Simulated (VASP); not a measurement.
# ZnCu2SnS4: single point with LDA

ZnCu2SnS4:

```xyz
8
Lattice="-2.7070 2.7070 5.4111 2.7070 -2.7070 5.4111 2.7070 2.7070 -5.4111" Properties=species:S:1:pos:R:3 pbc="T T T"
Zn    2.7070    0.0000    2.7056
Cu    0.0000    0.0000    0.0000
Cu    0.0000    2.7070    2.7056
Sn    0.0000    0.0000    5.4111
S     4.1379    1.3111    1.3975
S     1.3111    1.2761   -1.3975
S    -1.4309    1.3959    6.8086
S     1.3959    1.4309    4.0136
```

* Program: VASP 6.6.1
* Task: single point
* Functional: LDA
* Potentials or basis: VASP PAW LDA potentials, release 64 (Zn, Cu, Sn_d, S)
* Cutoff: 520 eV
* k mesh: 6 × 6 × 6
* Occupations: gaussian, width 0.01 eV
* Spin: no spin polarisation

| Item | Value |
| --- | --- |
| Pressure | -3.8 GPa |
| Largest force | 0.224 eV/Å |
| Band gap on the k mesh | 0.12 eV |

Forces in eV/Å, atoms in the order of the input:
```
Zn   0.000  0.000  0.000
Cu   0.000  0.000  0.000
Cu   0.000  0.000  0.000
Sn   0.000  0.000  0.000
S    0.192 -0.075  0.086
S   -0.075 -0.192 -0.086
S   -0.192  0.075  0.086
S    0.075  0.192 -0.086
```

Levels at points of the mesh, in eV from the valence-band top:
```tsv
k point	band 33	band 34	band 35	band 36	band 37	band 38	band 39	band 40
(0.00, 0.00, 0.00)	-1.57	-0.06	-0.06	0.00	0.12	1.86	2.69	3.65
(0.50, 0.00, 0.00)	-1.25	-1.20	-1.11	-0.55	1.60	3.02	3.23	4.07
(0.50, 0.50, 0.00)	-0.86	-0.75	-0.54	-0.44	0.59	2.20	3.04	4.02
(0.50, 0.50, 0.50)	-1.21	-1.21	-0.92	-0.92	1.26	1.90	1.90	2.25
```

Wall time 12 min on 1 thread of Intel(R) Xeon(R) Platinum 8259CL CPU @ 2.50GHz (Skylake/Cascade Lake) (shared host), peak memory 0.45 GiB.

Caveat: the cell stands under tension; semilocal functionals underestimate gaps, and a narrow one can read as zero; spin-orbit coupling is left out, which moves the levels of the heavy elements. A k mesh can miss the band edges.
